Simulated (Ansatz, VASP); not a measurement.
## Two plane-wave programs on TiTeAs3

Contents of INCAR:

```
PREC = Accurate
ENCUT = 600
EDIFF = 1E-6
ISMEAR = 0
SIGMA = 0.1
LREAL = F
LASPH = T
NELM = 60
ALGO = Normal
ISIF = 3
LWAVE = F
LCHARG = F
GGA = PE
IBRION = 2
NSW = 90
EDIFFG = -0.04
```

File KPOINTS:

```
regular mesh
0
Gamma
  6 4 2
```

File POSCAR:

```
TiTeAs3
1.0
    3.1740990400      0.0000000000      0.0000000000
    0.0000000000      4.7716395700      0.0000000000
    0.0000000000      0.0000000000      7.6001564500
Ti Te As
1 1 3
Direct
    0.5000000000      0.5000000000      0.5000000000
    0.5000000000      0.0000000000      0.0000000000
    0.5000000000      0.5000000000      0.7880745400
    0.5000000000      0.5000000000      0.2119254600
    0.0000000000      0.0000000000      0.5000000000
```

Input for Ansatz:

```yaml
crystal:
  lattice:
    - [3.17409904, 0.0, 0.0]
    - [0.0, 4.77163957, 0.0]
    - [0.0, 0.0, 7.60015645]
  atoms:
    - { symbol: Ti, position: [0.5, 0.5, 0.5] }
    - { symbol: Te, position: [0.5, 0.0, 0.0] }
    - { symbol: As, position: [0.5, 0.5, 0.78807454] }
    - { symbol: As, position: [0.5, 0.5, 0.21192546] }
    - { symbol: As, position: [0.0, 0.0, 0.5] }
basis:
  ecutwfc: 420
kpoints:
  mp_grid: { grid: [6, 4, 2] }
hamiltonian:
  xc: pbe
scf:
  occupations: { method: gaussian, width: 0.1 }
  lower_state_search: "off"
output:
  forces: true
  stress: true
  eigenvalues: true
relax:
  adjacent_minimum: "off"
  f_tol: 0.04
  max_steps: 70
  cell: { stress_tol: 0.4 }
```

Alike in both runs: task relaxation of cell and atoms; functional PBE; k mesh 6 × 4 × 2; occupations gaussian, width 0.1 eV; no spin polarisation.

```csv
,VASP,Ansatz
version,VASP 6.6.1,Ansatz 0.2.0
potentials or method,"VASP PAW PBE potentials, release 64 (Ti_sv, Te, As), cutoff 600 eV","scalar-relativistic, plane waves, PAW"
valence electrons in the cell,33,73
```

|  | VASP | Ansatz | Ansatz less VASP |
| --- | --- | --- | --- |
| gap on the k mesh at the Fermi level, each at its own relaxed structure (eV) | none | none | - |
| relaxed volume (Å³/atom) | 22.77 | 22.79 | +0.025 |
| relaxed cell length with the largest relative difference (Å) | 8.924 | 8.935 | +0.0113 |

A gap of «none» marks a metal or a gap that the smearing closes. VASP's potentials hold 33 valence electrons a cell and Ansatz's 73, so a difference there can come from the potentials and not from the codes.

The k mesh is coarse, so the values compare programs but aren't converged. Neither program's run includes spin-orbit coupling.
